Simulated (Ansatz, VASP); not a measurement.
**One calculation of CuI, two programs**

File POSCAR:

```
CuI
1.0
    0.0000000000      2.9502529412      2.9502529412
    2.9502529412      0.0000000000      2.9502529412
    2.9502529412      2.9502529412      0.0000000000
Cu I
1 1
Direct
    0.2500000000      0.2500000000      0.2500000000
    0.0000000000      0.0000000000      0.0000000000
```

The input INCAR.step1:

```
SYSTEM = CuI
ALGO = Normal
EDIFF = 1E-4
ENCUT = 520
GGA = PE
ISMEAR = 0
LASPH = .True.
LCHARG = .False.
LREAL = .False.
LWAVE = .True.
NBANDS = 16
NELM = 100
PREC = Accurate
SIGMA = 0.02
```

INCAR.step2

```
SYSTEM = CuI
ALGO = Normal
EDIFF = 1E-6
ENCUT = 520
ISIF = 2
ISMEAR = 0
ISTART = 1
LASPH = .True.
LCHARG = .False.
LMIXTAU = .True.
LREAL = .False.
LWAVE = .False.
METAGGA = R2SCAN
NBANDS = 16
NELM = 100
PREC = Accurate
SIGMA = 0.02
```

File KPOINTS:

```
k-points
0
Gamma
  8 8 8
  0 0 0
```

Input for Ansatz:

```yaml
crystal:
  lattice:
    - [0.0, 2.9502529363, 2.9502529363]
    - [2.9502529363, 0.0, 2.9502529363]
    - [2.9502529363, 2.9502529363, 0.0]
  atoms:
    - { symbol: Cu, position: [0.25, 0.25, 0.25] }
    - { symbol: I, position: [0.0, 0.0, 0.0] }
basis:
  ecutwfc: 500
kpoints:
  mp_grid: { grid: [8, 8, 8] }
hamiltonian:
  xc: r2scan
scf:
  occupations: { method: gaussian, width: 0.02 }
output:
  forces: true
  stress: true
  eigenvalues: true
```

Alike in both runs: task single point; functional r2SCAN; k mesh 8 × 8 × 8; occupations gaussian, width 0.02 eV; no spin polarisation.

|  | VASP | Ansatz |
| --- | --- | --- |
| version | VASP 6.6.1 | Ansatz 0.2.0 |
| potentials or method | VASP PAW PBE potentials, release 64 (Cu, I), cutoff 520 eV | scalar-relativistic, plane waves, PAW |
| valence electrons in the cell | 18 | 36 |

|  | VASP | Ansatz | Ansatz less VASP |
| --- | --- | --- | --- |
| gap on the k mesh at the Fermi level (eV) | 1.87 | 1.86 | -0.008 |
| least direct gap on the mesh (eV) | 1.87 | 1.86 | -0.008 |
| pressure (GPa) | 3.1 | 3.2 | +0.06 |

VASP's potentials were made for PBE, not for r2SCAN. The functional is the same, so the differences come from potentials, cutoffs and numerics. VASP's potentials hold 18 valence electrons a cell and Ansatz's 36, so a difference there can come from the potentials and not from the codes.

Neither program's run includes spin-orbit coupling.
